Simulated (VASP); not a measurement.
Input of a VASP 6.6.1 run:

File INCAR:

```
SYSTEM = Ga3As3N2
ALGO = Normal
DIPOL = 0.5 0.5 0.331
EDIFF = 1E-6
ENCUT = 520
GGA = PE
IDIPOL = 3
ISIF = 2
ISMEAR = 0
IVDW = 12
LASPH = .True.
LCHARG = .True.
LDIPOL = .True.
LELF = .True.
LREAL = .False.
LVACPOTAV = .True.
LVHAR = .True.
LWAVE = .False.
NBANDS = 42
NELM = 80
PREC = Accurate
SIGMA = 0.05
```

Contents of KPOINTS:

```
k-points
0
Gamma
  7 5 1
  0 0 0
```

The input POSCAR:

```
Ga3As3N2
1.0
    4.0137031116      0.0000000000      0.0000000000
    0.0000000000      5.6762333758      0.0000000000
    0.0000000000      0.0000000000     22.8852699092
Ga As N
3 3 2
Direct
    0.5000000000      0.5000000000      0.1747849169
    0.0000000000      0.0653835254      0.2732733389
    0.5000000000      0.4894639615      0.3292030243
    0.0000000000      0.2500000000      0.1747849169
    0.5000000000      0.8102208702      0.2554204538
    0.0000000000      0.2887573197      0.3664046761
    0.5000000000      0.7887573197      0.5149718555
    0.5000000000      0.7887573197      0.5630377077
```

Potentials or basis: VASP PAW PBE potentials, release 64 (Ga_d, As, N).

Command:

```bash
$ cat potpaw_PBE.64/Ga_d/POTCAR potpaw_PBE.64/As/POTCAR potpaw_PBE.64/N/POTCAR > POTCAR
$ mpirun -np 1 vasp_std > vasp.out
```

**Question.** What does it give for the dispersion energy per atom?

**Answer.** -0.156 eV.

**Question.** Estimate the largest force.

**Answer.** 2.142 eV/Å.

**Question.** What does it give for the band gap on the k mesh?

**Answer.** 0.40 eV (least direct gap 0.75 eV).

Forces in eV/Å, atoms in the order of the input:
```
Ga   0.000 -0.309  1.033
Ga   0.000 -0.010  0.019
Ga   0.000  0.011  0.022
As   0.000  0.315 -1.061
As   0.000  0.010 -0.014
As   0.000 -0.012  0.049
N    0.000 -0.010 -2.142
N    0.000  0.005  2.094
```

Caveat: the standard files for N, O and F lose accuracy on very short bonds; semilocal functionals underestimate gaps, and a narrow one can read as zero.
